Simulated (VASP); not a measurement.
Wanted: the native input for a VASP 6.6.1 run.

- Task: single point
- Functional: PBE
- Potentials or basis: VASP PAW PBE potentials, release 64 (Ti_sv, Y_sv, Cl, Na_pv)
- Cutoff: 520 eV
- k mesh: 6 × 6 × 6
- Occupations: fermi-dirac, width 0.1 eV
- Spin: no spin polarisation
- Dipole correction: no
- Further INCAR settings: ALGO = Normal; EDIFF = 1e-06; NBANDS = 53

The structure of NaYTi2Cl6 lies in POSCAR:

```
NaYTi2Cl6
1.0
    0.0000000000      5.0133230000      5.0133230000
    5.0133230000      0.0000000000      5.0133230000
    5.0133230000      5.0133230000      0.0000000000
Ti Y Cl Na
2 1 6 1
Direct
    0.2500000000      0.2500000000      0.2500000000
    0.7500000000      0.7500000000      0.7500000000
    0.0000000000      0.0000000000      0.0000000000
    0.7561000000      0.2439000000      0.2439000000
    0.2439000000      0.7561000000      0.2439000000
    0.2439000000      0.7561000000      0.7561000000
    0.7561000000      0.2439000000      0.7561000000
    0.2439000000      0.2439000000      0.7561000000
    0.7561000000      0.7561000000      0.2439000000
    0.5000000000      0.5000000000      0.5000000000
```

The input as run:

INCAR

```
ALGO = Normal ; EDIFF = 1E-6
ENCUT = 520 ; GGA = PE
ISIF = 2 ; ISMEAR = -1
LASPH = T ; LCHARG = T
LELF = T ; LREAL = F
LVHAR = T ; LWAVE = F
NBANDS = 53 ; NELM = 100
PREC = Accurate ; SIGMA = 0.1
```

KPOINTS

```
k-points
0
Gamma
  6 6 6
```

Potentials or basis: VASP PAW PBE potentials, release 64 (Ti_sv, Y_sv, Cl, Na_pv).

The run is started by

```sh
$ cat potpaw_PBE.64/Ti_sv/POTCAR potpaw_PBE.64/Y_sv/POTCAR potpaw_PBE.64/Cl/POTCAR potpaw_PBE.64/Na_pv/POTCAR > POTCAR
$ mpirun -np 1 vasp_std > vasp.out
```

Results of the run:

```
Pressure               : 5.7 GPa
Largest force          : 1.591 eV/Å
Band gap on the k mesh : zero (bands 42 and 43 overlap by 0.41 eV)
```

Caveat: the cell stands under pressure; semilocal functionals often make such compounds metallic where correlation or magnetic order opens a gap, which also shifts bond lengths; forces of over 1 eV/Å act on the atoms, so gaps and moduli don't describe the material at rest.

Wall time 8.3 min on 1 thread of Intel(R) Xeon(R) Platinum 8259CL CPU @ 2.50GHz (Skylake/Cascade Lake), with other jobs on the host, peak memory 0.53 GiB.
